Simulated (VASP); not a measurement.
# ZnAu (Pm-3m) in VASP: a series of runs

The runs below take ZnAu through single point, with PBEsol.

Program: VASP 6.6.1. These are calculated values, not measurements. Logs are shortened: lines on timing, memory, paths and dates and some standing lists are left out, and cuts for length are marked.

## 1. The cell of the first run

It takes space group Pm-3m (No. 221, cubic). The conventional cell has a = 3.104 Å, b = 3.104 Å, c = 3.104 Å, α = 90.00°, β = 90.00°, γ = 90.00°. Zn (site symmetry m-3m) has 8 Au at 2.69 Å and 6 Zn at 3.10 Å within 3.5 Å. Within 3.5 Å of Au (site symmetry m-3m) lie 8 Zn at 2.69 Å and 6 Au at 3.10 Å.

## 2. Single point, PBEsol (14.96 Å³/atom)

The input, INCAR:

```
  PREC = Accurate
  ENCUT = 520
  EDIFF = 1E-6
  ISMEAR = -1
  SIGMA = 0.05
  LREAL = False
  LASPH = True
  NELM = 100
  ALGO = Normal
  ISIF = 2
  LWAVE = False
  LCHARG = False
  GGA = PS
  NBANDS = 18
```

The input, KPOINTS:

```
Automatic mesh
0
Gamma
  13 13 13
```

The input, POSCAR:

```
ZnAu
1.0
    3.1044677592      0.0000000000      0.0000000000
    0.0000000000      3.1044677592      0.0000000000
    0.0000000000      0.0000000000      3.1044677592
Zn Au
1 1
Direct
    0.5000000000      0.5000000000      0.5000000000
    0.0000000000      0.0000000000      0.0000000000
```

Potentials or basis: VASP PAW PBE potentials, release 64 (Zn, Au).

On the command line:

```console
$ cat potpaw_PBE.64/Zn/POTCAR potpaw_PBE.64/Au/POTCAR > POTCAR
$ mpirun -np 1 vasp_std > vasp.out
```

OUTCAR:

```text
PREC = Accurate
   ENCUT = 520
   EDIFF = 1E-6
   ISMEAR = -1
   LREAL = False
   LASPH = True
   NELM = 100
   ISIF = 2
   GGA = PS

 ion  position               nearest neighbor table
   1  0.500  0.500  0.500-   2 2.69   2 2.69   2 2.69   2 2.69   2 2.69   2 2.69   2 2.69   2 2.69

   2  0.000  0.000  0.000-   1 2.69   1 2.69   1 2.69   1 2.69   1 2.69   1 2.69   1 2.69   1 2.69

  LATTYP: Found a simple cubic cell.
 ALAT       =     3.1044677592

  Lattice vectors:

 A1 = (   3.1044677592,   0.0000000000,   0.0000000000)
 A2 = (   0.0000000000,   3.1044677592,   0.0000000000)
 A3 = (   0.0000000000,   0.0000000000,   3.1044677592)

Analysis of symmetry for initial positions (statically):
=====================================================================
 Subroutine PRICEL returns:
 Original cell was already a primitive cell.

 Routine SETGRP: Setting up the symmetry group for a
 simple cubic supercell.

 Subroutine GETGRP returns: Found 48 space group operations
 (whereof 48 operations were pure point group operations)
 out of a pool of 48 trial point group operations.

The static configuration has the point symmetry O_h .

Analysis of symmetry for dynamics (positions and initial velocities):
=====================================================================
 Subroutine PRICEL returns:
 Original cell was already a primitive cell.

 Routine SETGRP: Setting up the symmetry group for a
 simple cubic supercell.

 Subroutine GETGRP returns: Found 48 space group operations
 (whereof 48 operations were pure point group operations)
 out of a pool of 48 trial point group operations.

The dynamic configuration has the point symmetry O_h .

 Subroutine INISYM returns: Found 48 space group operations
 (whereof 48 operations are pure point group operations),
 and found     1 'primitive' translations

----------------------------------------------------------------------------------------

                                     Primitive cell

  volume of cell :      29.9200

  direct lattice vectors                    reciprocal lattice vectors
     3.104467759  0.000000000  0.000000000     0.322116407  0.000000000  0.000000000
     0.000000000  3.104467759  0.000000000     0.000000000  0.322116407  0.000000000
     0.000000000  0.000000000  3.104467759     0.000000000  0.000000000  0.322116407

  length of vectors
     3.104467759  3.104467759  3.104467759     0.322116407  0.322116407  0.322116407

  position of ions in fractional coordinates (direct lattice)
     0.500000000  0.500000000  0.500000000
     0.000000000  0.000000000  0.000000000

  ion indices of the primitive-cell ions
   primitive index   ion index
                 1           1
                 2           2

----------------------------------------------------------------------------------------

 KPOINTS: Automatic mesh

Automatic generation of k-mesh.
 Grid dimensions read from file:
 generate k-points for:   13   13   13

 Generating k-lattice:

  Cartesian coordinates                     Fractional coordinates (reciprocal lattice)
     0.024778185  0.000000000  0.000000000     0.076923077  0.000000000  0.000000000
     0.000000000  0.024778185  0.000000000     0.000000000  0.076923077  0.000000000
     0.000000000  0.000000000  0.024778185     0.000000000  0.000000000  0.076923077

  Length of vectors
     0.024778185  0.024778185  0.024778185

  Shift w.r.t. Gamma in fractional coordinates (k-lattice)
     0.000000000  0.000000000  0.000000000

 Subroutine IBZKPT returns following result:
 ===========================================

 Found     84 irreducible k-points:

 Following reciprocal coordinates:
            Coordinates               Weight
  0.000000  0.000000  0.000000      1.000000
  0.076923  0.000000  0.000000      6.000000
  0.153846  0.000000  0.000000      6.000000
  0.230769  0.000000  0.000000      6.000000
  0.307692  0.000000  0.000000      6.000000
  0.384615  0.000000  0.000000      6.000000
[... 16 lines left out ...]
  0.307692  0.307692  0.000000     12.000000
  0.384615  0.307692  0.000000     24.000000
 [... further k-points ...]
   k-points           NKPTS =     84   k-points in BZ     NKDIM =     84   number of bands    NBANDS=     18
   number of dos      NEDOS =    301   number of ions     NIONS =      2
   total plane-waves  NPLWV =  13824
   dimension x,y,z NGX =    24 NGY =   24 NGZ =   24
   dimension x,y,z NGXF=    48 NGYF=   48 NGZF=   48
   ions per type =               1   1
   NGX,Y,Z   is equivalent  to a cutoff of  12.85, 12.85, 12.85 a.u.
   NGXF,Y,Z  is equivalent  to a cutoff of  25.70, 25.70, 25.70 a.u.
 SYSTEM =  unknown system
   PREC   = accura    normal or accurate (medium, high low for compatibility)
   ISTART =      0    job   : 0-new  1-cont  2-samecut
   ICHARG =      2    charge: 1-file 2-atom 10-const
   ISPIN  =      1    spin polarized calculation?
   LNONCOLLINEAR =      F non collinear calculations
   LSORBIT =      F    spin-orbit coupling
   LASPH  =      T    aspherical Exc in radial PAW
   ENCUT  =  520.0 eV  38.22 Ry    6.18 a.u.   5.77  5.77  5.77*2*pi/ulx,y,z
   NELM   =    100;   NELMIN=  2; NELMDL= -5     # of ELM steps
   EDIFF  = 0.1E-05   stopping-criterion for ELM
   LREAL  =      F    real-space projection
[... 7 lines left out ...]
   TEBEG  =    0.0;   TEEND  =   0.0 temperature during run
   PSTRESS=    0.0 pullay stress
   NELECT =      23.0000    total number of electrons
   NUPDOWN=      -1.0000    fix difference up-down
   EMIN   =  10.00;   EMAX   =-10.00  energy-range for DOS
   EFERMI =   0.00;   METHOD = LEGACY
   ISMEAR =    -1;   SIGMA  =   0.05  broadening in eV -4-tet -1-fermi 0-gaus
   EFERMI_NEDOS =   21; number of points for ismear=-14 and -15
   IALGO  =     38    algorithm
   IMIX   =      4    mixing-type and parameters
     AMIX     =   0.40;   BMIX     =  1.00
     AMIX_MAG =   1.60;   BMIX_MAG =  1.00
  volume/ion in A,a.u.               =      14.96       100.96
  Fermi-wavevector in a.u.,A,eV,Ry     =   1.499674  2.833974 30.599817  2.249023
  Thomas-Fermi vector in A             =   2.611274
   LORBIT       =      0    0 simple, 1 ext, 2 COOP (PROOUT), +10 PAW based schemes
   GGA     = PS    functional components
   LHFCALC =     F    Hartree Fock is set to
   AEXX    =    0.0000 exact exchange contribution
   IVDW    =     0    specifies the selected vdW correction
   LEPSILON=     F    determine dielectric tensor
   LRPA    =     F    only Hartree local field effects (RPA)
 non-spin polarized calculation
  energy-cutoff  :      520.00
  volume of cell :       29.92
 maximum number of plane-waves:       819
 NGX is ok and might be reduce to    24
   NGX = 11   NGY = 11   NGZ = 11

 number of electron      22.9999960 magnetization

 Free energy of the ion-electron system (eV)
  ---------------------------------------------------
  ext. energy  EPLUGINS =         0.00000000
  ---------------------------------------------------
  free energy    TOTEN  =        -5.94475840 eV

  energy without entropy =       -5.93864447  energy(sigma->0) =       -5.94170144

 E-fermi :   7.4912     XC(G=0): -12.7694

 val. band max:        7.4305615817   @ k =   0.4615   0.3846   0.2308
 cond. band min:       7.5280825995   @ k =   0.3846   0.3077   0.1538
 fundamental gap:      0.0975210179
 Fermi energy:         7.4912310576

 k-point     1 :       0.0000    0.0000    0.0000
  band No.  band energies     occupation
      1      -3.6270      2.00000
      2      -0.8900      2.00000
      3      -0.8900      2.00000
      4      -0.0843      2.00000
      5      -0.0843      2.00000
      6      -0.0843      2.00000
[... 10 lines left out ...]
     17      19.8476      0.00000
     18      25.8826      0.00000

 k-point     2 :       0.0769    0.0000    0.0000
  band No.  band energies     occupation
      1      -3.5181      2.00000
      2      -0.8631      2.00000
      3      -0.8544      2.00000
      4      -0.0854      2.00000
      5      -0.0854      2.00000
      6      -0.0741      2.00000
[... 10 lines left out ...]
     17      20.3379      0.00000
     18      25.8172      0.00000

 k-point     3 :       0.1538    0.0000    0.0000
  band No.  band energies     occupation
      1      -3.1972      2.00000
      2      -0.7857      2.00000
      3      -0.7565      2.00000
      4      -0.0876      2.00000
      5      -0.0876      2.00000
      6      -0.0455      2.00000
[... 10 lines left out ...]
     17      21.8956      0.00000
     18      25.6599      0.00000

 k-point     4 :       0.2308    0.0000    0.0000
  band No.  band energies     occupation
      1      -2.6830      2.00000
      2      -0.6687      2.00000
      3      -0.6214      2.00000
      4      -0.0888      2.00000
      5      -0.0888      2.00000
      6      -0.0044      2.00000
[... 10 lines left out ...]
     17      23.9212      0.00000
     18      24.6010      0.00000

 k-point     5 :       0.3077    0.0000    0.0000
  band No.  band energies     occupation
      1      -2.0139      2.00000
      2      -0.5314      2.00000
      3      -0.4840      2.00000
      4      -0.0872      2.00000
      5      -0.0872      2.00000
      6       0.0404      2.00000
[... 10 lines left out ...]
     17      22.9229      0.00000
     18      23.0225      0.00000

 k-point     6 :       0.3846    0.0000    0.0000
  band No.  band energies     occupation
      1      -1.2702      2.00000
      2      -0.4036      2.00000
      3      -0.3826      2.00000
      4      -0.0831      2.00000
      5      -0.0831      2.00000
      6       0.0785      2.00000
[... 307 lines left out ...]
 k-point    21 :       0.3846    0.2308    0.0000
  band No.  band energies     occupation
      1      -1.0789      2.00000
      2      -0.6022      2.00000
      3      -0.2831      2.00000
      4      -0.1216      2.00000
      5      -0.1083      2.00000
      6       0.4417      2.00000
[... 10 lines left out ...]
     17      21.6451      0.00000
     18      22.2024      0.00000

 k-point    22 :       0.4615    0.2308    0.0000
  band No.  band energies     occupation
      1      -0.8568      2.00000
      2      -0.6677      2.00000
      3      -0.2614      2.00000
      4      -0.1753      2.00000
      5      -0.0742      2.00000
      6       0.8687      2.00000
[... 10 lines left out ...]
     17      20.5313      0.00000
     18      21.9959      0.00000

 k-point    23 :       0.3077    0.3077    0.0000
  band No.  band energies     occupation
      1      -1.2212      2.00000
      2      -0.6454      2.00000
      3      -0.3381      2.00000
      4      -0.1246      2.00000
      5      -0.0713      2.00000
      6       0.3932      2.00000
[... 10 lines left out ...]
     17      22.0028      0.00000
     18      22.5452      0.00000

 k-point    24 :       0.3846    0.3077    0.0000
  band No.  band energies     occupation
      1      -1.0720      2.00000
      2      -0.7379      2.00000
      3      -0.3659      2.00000
      4      -0.2197      2.00000
      5       0.0372      2.00000
      6       0.7084      2.00000
[... 10 lines left out ...]
     17      21.4932      0.00000
     18      21.9219      0.00000

 [... further k-points ...]

------------------------ aborting loop because EDIFF is reached ----------------------------------------

  FORCE on cell =-STRESS in cart. coord.  units (eV):
  Direction    XX          YY          ZZ          XY          YZ          ZX
  --------------------------------------------------------------------------------------
  -------------------------------------------------------------------------------------
  Total        0.6866690      0.6866690      0.6866690      0.0000000      0.0000000     -0.0000000
  in kB       36.7702508     36.7702508     36.7702508      0.0000000      0.0000000     -0.0000000
  external PRESSURE =      36.7702508 kB  Pullay stress =       0.0000000 kB

 VOLUME and BASIS-vectors are now :
 -----------------------------------------------------------------------------
  energy-cutoff  :      520.00
  volume of cell :       29.92
      direct lattice vectors                 reciprocal lattice vectors
     3.104467759  0.000000000  0.000000000     0.322116407  0.000000000  0.000000000
     0.000000000  3.104467759  0.000000000     0.000000000  0.322116407  0.000000000
     0.000000000  0.000000000  3.104467759     0.000000000  0.000000000  0.322116407

 POSITION                                       TOTAL-FORCE (eV/Angst)
 -----------------------------------------------------------------------------------
      1.55223      1.55223      1.55223         0.000000      0.000000      0.000000
      0.00000      0.00000      0.00000         0.000000      0.000000      0.000000
 -----------------------------------------------------------------------------------
    total drift:                                0.000000      0.000000     -0.000000

  FREE ENERGIE OF THE ION-ELECTRON SYSTEM (eV)
  ---------------------------------------------------
  free  energy   TOTEN  =        -5.9447583981 eV

  energy  without entropy=       -5.9386444734  energy(sigma->0) =       -5.94170144
```

Wall time 17 s (1 thread of Intel Xeon Platinum 8259CL at 2.50GHz (Skylake/Cascade Lake), shared host); peak memory 0.17 GiB.

What came out:

| Quantity | Value |
| --- | --- |
| Free energy | -5.9448 eV |
| Pressure | 3.7 GPa |
| Band gap on the k mesh | zero (an odd number of electrons rules out a gap without spin polarisation) |

Caveat: the cell stands under pressure; the PAW data sets were made with another functional, which shifts forces and pressure a little; spin-orbit coupling is left out, which moves the levels of the heavy elements.

## 3. Single point, PBEsol (15.43 Å³/atom)

This run uses another cell than the first one, of 15.43 Å³/atom.

The input, INCAR:

```
ALGO = Normal
EDIFF = 1E-7
ENCUT = 520
GGA = PS
ISIF = 2
ISMEAR = -1
LASPH = T
LCHARG = T
LELF = T
LREAL = F
LVHAR = T
LWAVE = F
NBANDS = 18
NELM = 80
PREC = Accurate
SIGMA = 0.05
```

The input, KPOINTS:

```
k-points
0
Gamma
  13 13 13
```

The input, POSCAR:

```
ZnAu
1.0
    3.1364748378      0.0000000000      0.0000000000
    0.0000000000      3.1364748378      0.0000000000
    0.0000000000      0.0000000000      3.1364748378
Zn Au
1 1
Direct
    0.5000000000      0.5000000000      0.5000000000
    0.0000000000      0.0000000000      0.0000000000
```

Potentials or basis: VASP PAW PBE potentials, release 64 (Zn, Au).

On the command line:

```console
$ cat potpaw_PBE.64/Zn/POTCAR potpaw_PBE.64/Au/POTCAR > POTCAR
$ mpirun -np 1 vasp_std > vasp.out
```

It took 20 s on 1 thread of Intel Xeon Platinum 8259CL at 2.50GHz (Skylake/Cascade Lake), shared host; peak memory 0.17 GiB.

Results (log left out):

```yaml
Free_energy: -5.9530 eV
Pressure: -0.9 GPa
Band_gap_on_the_k_mesh: zero (an odd number of electrons rules out a gap without spin polarisation)
```

Levels at points of the mesh, in eV from the Fermi level:
| k point | band 7 | band 8 | band 9 | band 10 | band 11 | band 12 | band 13 | band 14 | band 15 | band 16 |
| --- | --- | --- | --- | --- | --- | --- | --- | --- | --- | --- |
| (0.00, 0.00, 0.00) | -5.49 | -5.49 | -3.79 | -3.79 | -3.79 | 4.93 | 4.93 | 4.93 | 8.91 | 12.15 |

Caveat: the PAW data sets were made with another functional, which shifts forces and pressure a little; spin-orbit coupling is left out, which moves the levels of the heavy elements.

## 4. Single point, PBEsol (15.89 Å³/atom)

This run uses another cell than the first one, of 15.89 Å³/atom.

The input, INCAR:

```
SYSTEM = ZnAu
PREC = Accurate ; ENCUT = 520
EDIFF = 1E-6 ; ISMEAR = -1
SIGMA = 0.05 ; LREAL = .False.
LASPH = .True. ; NELM = 80
ALGO = Normal ; ISIF = 2
LWAVE = .False. ; LCHARG = .False.
GGA = PS ; NBANDS = 18
```

The input, KPOINTS:

```
Automatic mesh
0
Gamma
  13 13 13
  0 0 0
```

The input, POSCAR:

```
ZnAu
1.0
    3.1678416670      0.0000000000      0.0000000000
    0.0000000000      3.1678416670      0.0000000000
    0.0000000000      0.0000000000      3.1678416670
Zn Au
1 1
Direct
    0.5000000000      0.5000000000      0.5000000000
    0.0000000000      0.0000000000      0.0000000000
```

On the command line:

```console
$ cat potpaw_PBE.64/Zn/POTCAR potpaw_PBE.64/Au/POTCAR > POTCAR
$ mpirun -np 1 vasp_std > vasp.out
```

Run time: 17 s. Hardware: 1 thread of Intel Xeon Platinum 8259CL at 2.50GHz (Skylake/Cascade Lake), shared host; peak memory 0.18 GiB.

The run converged. Its results:

- Free energy: -5.9368 eV
- Pressure: -4.7 GPa
- Band gap on the k mesh: zero (an odd number of electrons rules out a gap without spin polarisation)

Levels at points of the mesh, in eV from the Fermi level:
| k point | band 8 | band 9 | band 10 | band 11 | band 12 | band 13 | band 14 | band 15 |
| --- | --- | --- | --- | --- | --- | --- | --- | --- |
| (0.00, 0.00, 0.00) | -5.36 | -3.71 | -3.71 | -3.71 | 4.91 | 4.91 | 4.91 | 8.55 |

Caveat: the cell stands under tension; the PAW data sets were made with another functional, which shifts forces and pressure a little; spin-orbit coupling is left out, which moves the levels of the heavy elements.

## 5. Single point, PBEsol (16.52 Å³/atom)

This run uses another cell than the first one, of 16.52 Å³/atom.

The input, INCAR:

```
SYSTEM = ZnAu
ALGO = Normal
EDIFF = 1E-6
ENCUT = 520
GGA = PS
ISIF = 2
ISMEAR = -1
LASPH = .True.
LCHARG = .False.
LREAL = .False.
LWAVE = .False.
NBANDS = 18
NELM = 100
PREC = Accurate
SIGMA = 0.05
```

The input, KPOINTS:

```
k-points
0
Gamma
  13 13 13
  0 0 0
```

The input, POSCAR:

```
ZnAu
1.0
    3.2087215522      0.0000000000      0.0000000000
    0.0000000000      3.2087215522      0.0000000000
    0.0000000000      0.0000000000      3.2087215522
Zn Au
1 1
Direct
    0.5000000000      0.5000000000      0.5000000000
    0.0000000000      0.0000000000      0.0000000000
```

On the command line:

```console
$ cat potpaw_PBE.64/Zn/POTCAR potpaw_PBE.64/Au/POTCAR > POTCAR
$ mpirun -np 1 vasp_std > vasp.out
```

It took 17 s on 1 thread of Intel Xeon Platinum 8259CL at 2.50GHz (Skylake/Cascade Lake), shared host; peak memory 0.18 GiB.

It converged, with:

```
Free energy            : -5.8847 eV
Pressure               : -8.7 GPa
Band gap on the k mesh : zero (an odd number of electrons rules out a gap without spin polarisation)
```

Levels at points of the mesh, in eV from the Fermi level:
| k point | band 9 | band 10 | band 11 | band 12 | band 13 | band 14 |
| --- | --- | --- | --- | --- | --- | --- |
| (0.00, 0.00, 0.00) | -3.62 | -3.62 | -3.62 | 4.88 | 4.88 | 4.88 |

Caveat: the cell stands under tension; the PAW data sets were made with another functional, which shifts forces and pressure a little; spin-orbit coupling is left out, which moves the levels of the heavy elements.

## 6. Summary

| cell | gap on the mesh (eV) | pressure (GPa) |
| --- | --- | --- |
| a = 3.104 Å, 2 atoms | none | 3.7 |
| a = 3.136 Å, 2 atoms | none | -0.9 |
| a = 3.168 Å, 2 atoms | none | -4.7 |
| a = 3.209 Å, 2 atoms | none | -8.7 |

Alike in all rows: task single point; level PBEsol; potentials or basis VASP PAW PBE potentials, release 64 (Zn, Au); no spin polarisation; k mesh 13 × 13 × 13; cutoff (eV) 520; smearing fermi-dirac 0.05 eV.

Caveats: the PAW data sets were made with another functional, which shifts forces and pressure a little; spin-orbit coupling is left out, which moves the levels of the heavy elements; the cell stands under tension (at least some runs); the cell stands under pressure (at least some runs).

Total energies depend on the potentials used, so only differences within one code and one set of settings carry meaning.
